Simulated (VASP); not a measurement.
# Lu (P4/nmm) in VASP: single point with PBEsol

Aim: the single point of Lu with PBEsol.

Program: VASP 6.6.1. These are calculated values, not measurements. Logs are shortened: lines on timing, memory, paths and dates and some standing lists are left out, and cuts for length are marked.

## 1. The cell of the first run

It takes space group P4/nmm (No. 129, tetragonal). Conventional cell: a = 3.765 Å, b = 3.765 Å, c = 8.354 Å, α = 90.00°, β = 90.00°, γ = 90.00°. Lu (site symmetry 4mm) has 8 Lu at 3.47 to 3.76 Å within 4.6 Å.

## 2. Single point, PBEsol

INCAR reads:

```
PREC     = Accurate       # precision mode
ENCUT    = 600            # plane-wave cutoff, eV
EDIFF    = 1E-6           # SCF threshold, eV
ISMEAR   = -1             # smearing method
SIGMA    = 0.1            # smearing width, eV
LREAL    = F              # projectors in reciprocal space
LASPH    = T              # aspherical terms in the spheres
NELM     = 120            # most SCF steps
ALGO     = Normal         # electronic algorithm
ISIF     = 2              # what is computed and relaxed
LWAVE    = F              # write WAVECAR
LCHARG   = F              # write CHGCAR
GGA      = PS             # functional
NBANDS   = 32             # bands
GGA_COMPAT= F
```

KPOINTS reads:

```
Automatic mesh
0
Gamma
  5 5 2
```

POSCAR reads:

```
Lu
1.0
    3.7646000000      0.0000000000      0.0000000000
    0.0000000000      3.7646000000      0.0000000000
    0.0000000000      0.0000000000      8.3540000000
Lu
2
Direct
    0.0000000000      0.5000000000      0.3672400000
    0.5000000000      0.0000000000      0.6327600000
```

Potentials or basis: VASP PAW PBE potentials, release 64 (Lu).

The run is started by

```
$ cat potpaw_PBE.64/Lu/POTCAR > POTCAR
$ mpirun -np 1 vasp_std > vasp.out
```

OUTCAR:

```text
PREC = Accurate
   ENCUT = 600
   EDIFF = 1E-6
   ISMEAR = -1
   LREAL = F
   LASPH = T
   NELM = 120
   ISIF = 2
   GGA = PS

 ion  position               nearest neighbor table
   1  0.000  0.500  0.367-   2 3.47   2 3.47   2 3.47   2 3.47
   2  0.500  0.000  0.633-   1 3.47   1 3.47   1 3.47   1 3.47

  LATTYP: Found a simple tetragonal cell.
 ALAT       =     3.7646000000
 C/A-ratio  =     2.2190936620

  Lattice vectors:

 A1 = (   3.7646000000,   0.0000000000,   0.0000000000)
 A2 = (   0.0000000000,   3.7646000000,   0.0000000000)
 A3 = (   0.0000000000,   0.0000000000,   8.3540000000)

Analysis of symmetry for initial positions (statically):
=====================================================================
 Subroutine PRICEL returns:
 Original cell was already a primitive cell.

 Routine SETGRP: Setting up the symmetry group for a
 simple tetragonal supercell.

 Subroutine GETGRP returns: Found 16 space group operations
 (whereof  8 operations were pure point group operations)
 out of a pool of 16 trial point group operations.

The static configuration has the point symmetry D_2d.
 The point group associated with its full space group is D_4h.

Analysis of symmetry for dynamics (positions and initial velocities):
=====================================================================
 Subroutine PRICEL returns:
 Original cell was already a primitive cell.

 Routine SETGRP: Setting up the symmetry group for a
 simple tetragonal supercell.

 Subroutine GETGRP returns: Found 16 space group operations
 (whereof  8 operations were pure point group operations)
 out of a pool of 16 trial point group operations.

The dynamic configuration has the point symmetry D_2d.
 The point group associated with its full space group is D_4h.

 Subroutine INISYM returns: Found 16 space group operations
 (whereof  8 operations are pure point group operations),
 and found     1 'primitive' translations

----------------------------------------------------------------------------------------

                                     Primitive cell

  volume of cell :     118.3947

  direct lattice vectors                    reciprocal lattice vectors
     3.764600000  0.000000000  0.000000000     0.265632471  0.000000000  0.000000000
     0.000000000  3.764600000  0.000000000     0.000000000  0.265632471  0.000000000
     0.000000000  0.000000000  8.354000000     0.000000000  0.000000000  0.119703136

  length of vectors
     3.764600000  3.764600000  8.354000000     0.265632471  0.265632471  0.119703136

  position of ions in fractional coordinates (direct lattice)
     0.000000000  0.500000000  0.367240000
     0.500000000  0.000000000  0.632760000

  ion indices of the primitive-cell ions
   primitive index   ion index
                 1           1
                 2           2

----------------------------------------------------------------------------------------

 KPOINTS: Automatic mesh

Automatic generation of k-mesh.
 Grid dimensions read from file:
 generate k-points for:    5    5    2

 Generating k-lattice:

  Cartesian coordinates                     Fractional coordinates (reciprocal lattice)
     0.053126494  0.000000000  0.000000000     0.200000000  0.000000000  0.000000000
     0.000000000  0.053126494  0.000000000     0.000000000  0.200000000  0.000000000
     0.000000000  0.000000000  0.059851568     0.000000000  0.000000000  0.500000000

  Length of vectors
     0.053126494  0.053126494  0.059851568

  Shift w.r.t. Gamma in fractional coordinates (k-lattice)
     0.000000000  0.000000000  0.000000000

 Subroutine IBZKPT returns following result:
 ===========================================

 Found     12 irreducible k-points:

 Following reciprocal coordinates:
            Coordinates               Weight
  0.000000  0.000000  0.000000      1.000000
  0.200000  0.000000  0.000000      4.000000
  0.400000  0.000000  0.000000      4.000000
  0.200000  0.200000  0.000000      4.000000
  0.400000  0.200000  0.000000      8.000000
  0.400000  0.400000  0.000000      4.000000
  0.000000  0.000000  0.500000      1.000000
  0.200000  0.000000  0.500000      4.000000
  0.400000  0.000000  0.500000      4.000000
  0.200000  0.200000  0.500000      4.000000
  0.400000  0.200000  0.500000      8.000000
  0.400000  0.400000  0.500000      4.000000
   k-points           NKPTS =     12   k-points in BZ     NKDIM =     12   number of bands    NBANDS=     32
   number of dos      NEDOS =    301   number of ions     NIONS =      2
   total plane-waves  NPLWV =  63000
   dimension x,y,z NGX =    30 NGY =   30 NGZ =   70
   dimension x,y,z NGXF=    60 NGYF=   60 NGZF=  140
   ions per type =               2
   NGX,Y,Z   is equivalent  to a cutoff of  13.25, 13.25, 13.93 a.u.
   NGXF,Y,Z  is equivalent  to a cutoff of  26.50, 26.50, 27.86 a.u.
 SYSTEM =  unknown system
   PREC   = accura    normal or accurate (medium, high low for compatibility)
   ISTART =      0    job   : 0-new  1-cont  2-samecut
   ICHARG =      2    charge: 1-file 2-atom 10-const
   ISPIN  =      1    spin polarized calculation?
   LNONCOLLINEAR =      F non collinear calculations
   LSORBIT =      F    spin-orbit coupling
   LASPH  =      T    aspherical Exc in radial PAW
   ENCUT  =  600.0 eV  44.10 Ry    6.64 a.u.   7.52  7.52 16.69*2*pi/ulx,y,z
   NELM   =    120;   NELMIN=  2; NELMDL= -5     # of ELM steps
   EDIFF  = 0.1E-05   stopping-criterion for ELM
   LREAL  =      F    real-space projection
   EDIFFG = 0.1E-04   stopping-criterion for IOM
   NSW    =      0    number of steps for IOM
   IBRION =     -1    ionic relax: 0-MD 1-quasi-New 2-CG
   NFREE  =      0    steps in history (QN), initial steepest desc. (CG)
   ISIF   =      2    stress and relaxation
   ISYM   =      2    0-nonsym 1-usesym 2-fastsym
   POTIM  = 0.5000    time-step for ionic-motion
   TEBEG  =    0.0;   TEEND  =   0.0 temperature during run
   PSTRESS=    0.0 pullay stress
   NELECT =      50.0000    total number of electrons
   NUPDOWN=      -1.0000    fix difference up-down
   EMIN   =  10.00;   EMAX   =-10.00  energy-range for DOS
   EFERMI =   0.00;   METHOD = LEGACY
   ISMEAR =    -1;   SIGMA  =   0.10  broadening in eV -4-tet -1-fermi 0-gaus
   EFERMI_NEDOS =   21; number of points for ismear=-14 and -15
   IALGO  =     38    algorithm
   IMIX   =      4    mixing-type and parameters
     AMIX     =   0.40;   BMIX     =  1.00
     AMIX_MAG =   1.60;   BMIX_MAG =  1.00
  volume/ion in A,a.u.               =      59.20       399.48
  Fermi-wavevector in a.u.,A,eV,Ry     =   1.228252  2.321060 20.525787  1.508603
  Thomas-Fermi vector in A             =   2.363184
   LORBIT       =      0    0 simple, 1 ext, 2 COOP (PROOUT), +10 PAW based schemes
   GGA     = PS    functional components
   LHFCALC =     F    Hartree Fock is set to
   AEXX    =    0.0000 exact exchange contribution
   IVDW    =     0    specifies the selected vdW correction
   LEPSILON=     F    determine dielectric tensor
   LRPA    =     F    only Hartree local field effects (RPA)
 non-spin polarized calculation
  energy-cutoff  :      600.00
  volume of cell :      118.39
 maximum number of plane-waves:      3986
 NGX is ok and might be reduce to    30
   NGX = 15   NGY = 15   NGZ = 33

 number of electron      50.0000008 magnetization

 Free energy of the ion-electron system (eV)
  ---------------------------------------------------
  ext. energy  EPLUGINS =         0.00000000
  ---------------------------------------------------
  free energy    TOTEN  =        -7.84465799 eV

  energy without entropy =       -7.66148503  energy(sigma->0) =       -7.75307151

 E-fermi :  -0.2161     XC(G=0):  -7.3049

 val. band max:       -0.2349184340   @ k =   0.4000   0.4000   0.5000
 cond. band min:      -0.1605699672   @ k =   0.2000   0.0000   0.0000
 fundamental gap:      0.0743484668
 Fermi energy:        -0.2160770963

 k-point     1 :       0.0000    0.0000    0.0000
  band No.  band energies     occupation
      1     -57.2573      2.00000
      2     -57.2398      2.00000
      3     -28.0647      2.00000
      4     -27.9034      2.00000
      5     -27.7995      2.00000
      6     -27.7995      2.00000
[... 24 lines left out ...]
     31       3.2629      0.00000
     32       3.3840      0.00000

 k-point     2 :       0.2000    0.0000    0.0000
  band No.  band energies     occupation
      1     -57.2547      2.00000
      2     -57.2405      2.00000
      3     -28.0548      2.00000
      4     -27.9391      2.00000
      5     -27.8012      2.00000
      6     -27.7868      2.00000
[... 24 lines left out ...]
     31       2.4380      0.00000
     32       2.7159      0.00000

 k-point     3 :       0.4000    0.0000    0.0000
  band No.  band energies     occupation
      1     -57.2488      2.00000
      2     -57.2434      2.00000
      3     -28.0342      2.00000
      4     -27.9995      2.00000
      5     -27.8066      2.00000
      6     -27.7903      2.00000
[... 24 lines left out ...]
     31       1.7423      0.00000
     32       2.1590      0.00000

 k-point     4 :       0.2000    0.2000    0.0000
  band No.  band energies     occupation
      1     -57.2524      2.00000
      2     -57.2410      2.00000
      3     -28.0437      2.00000
      4     -27.9468      2.00000
      5     -27.8397      2.00000
      6     -27.7656      2.00000
[... 24 lines left out ...]
     31       2.2617      0.00000
     32       2.7089      0.00000

 k-point     5 :       0.4000    0.2000    0.0000
  band No.  band energies     occupation
      1     -57.2474      2.00000
      2     -57.2430      2.00000
      3     -28.0201      2.00000
      4     -27.9859      2.00000
      5     -27.8486      2.00000
      6     -27.8194      2.00000
[... 24 lines left out ...]
     31       2.3478      0.00000
     32       2.4246      0.00000

 k-point     6 :       0.4000    0.4000    0.0000
  band No.  band energies     occupation
      1     -57.2446      2.00000
      2     -57.2429      2.00000
      3     -27.9894      2.00000
      4     -27.9662      2.00000
      5     -27.9042      2.00000
      6     -27.8803      2.00000
[... 24 lines left out ...]
     31       2.7755      0.00000
     32       2.8531      0.00000

 k-point     7 :       0.0000    0.0000    0.5000
  band No.  band energies     occupation
      1     -57.2573      2.00000
      2     -57.2398      2.00000
      3     -28.0647      2.00000
      4     -27.9034      2.00000
      5     -27.7995      2.00000
      6     -27.7995      2.00000
[... 24 lines left out ...]
     31       3.2633      0.00000
     32       3.3592      0.00000

 k-point     8 :       0.2000    0.0000    0.5000
  band No.  band energies     occupation
      1     -57.2547      2.00000
      2     -57.2405      2.00000
      3     -28.0548      2.00000
      4     -27.9391      2.00000
      5     -27.8012      2.00000
      6     -27.7868      2.00000
[... 24 lines left out ...]
     31       2.4290      0.00000
     32       2.7336      0.00000

 k-point     9 :       0.4000    0.0000    0.5000
  band No.  band energies     occupation
      1     -57.2488      2.00000
      2     -57.2434      2.00000
      3     -28.0342      2.00000
      4     -27.9995      2.00000
      5     -27.8066      2.00000
      6     -27.7903      2.00000
[... 24 lines left out ...]
     31       1.7922      0.00000
     32       2.0575      0.00000

 k-point    10 :       0.2000    0.2000    0.5000
  band No.  band energies     occupation
      1     -57.2524      2.00000
      2     -57.2410      2.00000
      3     -28.0437      2.00000
      4     -27.9469      2.00000
      5     -27.8397      2.00000
      6     -27.7656      2.00000
[... 24 lines left out ...]
     31       2.2643      0.00000
     32       2.7403      0.00000

 k-point    11 :       0.4000    0.2000    0.5000
  band No.  band energies     occupation
      1     -57.2474      2.00000
      2     -57.2430      2.00000
      3     -28.0201      2.00000
      4     -27.9860      2.00000
      5     -27.8486      2.00000
      6     -27.8194      2.00000
[... 24 lines left out ...]
     31       2.1485      0.00000
     32       2.4073      0.00000

 k-point    12 :       0.4000    0.4000    0.5000
  band No.  band energies     occupation
      1     -57.2446      2.00000
      2     -57.2429      2.00000
      3     -27.9894      2.00000
      4     -27.9662      2.00000
      5     -27.9041      2.00000
      6     -27.8803      2.00000
[... 24 lines left out ...]
     31       2.5838      0.00000
     32       2.6480      0.00000

------------------------ aborting loop because EDIFF is reached ----------------------------------------

  FORCE on cell =-STRESS in cart. coord.  units (eV):
  Direction    XX          YY          ZZ          XY          YZ          ZX
  --------------------------------------------------------------------------------------
  -------------------------------------------------------------------------------------
  Total       -3.8525154     -3.8525154     -2.0182898      0.0000000      0.0000000      0.0000000
  in kB      -52.1342122    -52.1342122    -27.3125320      0.0000000      0.0000000      0.0000000
  external PRESSURE =     -43.8603188 kB  Pullay stress =       0.0000000 kB

 VOLUME and BASIS-vectors are now :
 -----------------------------------------------------------------------------
  energy-cutoff  :      600.00
  volume of cell :      118.39
      direct lattice vectors                 reciprocal lattice vectors
     3.764600000  0.000000000  0.000000000     0.265632471  0.000000000  0.000000000
     0.000000000  3.764600000  0.000000000     0.000000000  0.265632471  0.000000000
     0.000000000  0.000000000  8.354000000     0.000000000  0.000000000  0.119703136

 POSITION                                       TOTAL-FORCE (eV/Angst)
 -----------------------------------------------------------------------------------
      0.00000      1.88230      3.06792         0.000000      0.000000      0.604323
      1.88230      0.00000      5.28608         0.000000     -0.000000     -0.604323
 -----------------------------------------------------------------------------------
    total drift:                                0.000000      0.000000      0.000000

  FREE ENERGIE OF THE ION-ELECTRON SYSTEM (eV)
  ---------------------------------------------------
  free  energy   TOTEN  =        -7.8446579904 eV

  energy  without entropy=       -7.6614850332  energy(sigma->0) =       -7.75307151
```

Wall time 1.8 min (1 thread of Intel Xeon 8259CL, shared host); peak memory 0.26 GiB.

What came out:

- Free energy: -7.8447 eV
- Pressure: -4.4 GPa
- Largest force: 0.604 eV/Å
- Band gap on the k mesh: zero (bands 25 and 26 overlap by 0.10 eV)

Forces in eV/Å, atoms in the order of the input:
```
Lu   0.000  0.000  0.604
Lu   0.000  0.000 -0.604
```

Stress tensor (GPa, compression positive):
```
-5.21  0.00  0.00
 0.00 -5.21  0.00
 0.00  0.00 -2.73
```

Caveat: the k points lie up to 0.38 Å⁻¹ apart; the PAW data sets were made with another functional, which shifts forces and pressure a little; spin-orbit coupling is left out, which moves the levels of the heavy elements.

The gap in the log of VASP goes by the Fermi energy; the results here count the filled bands.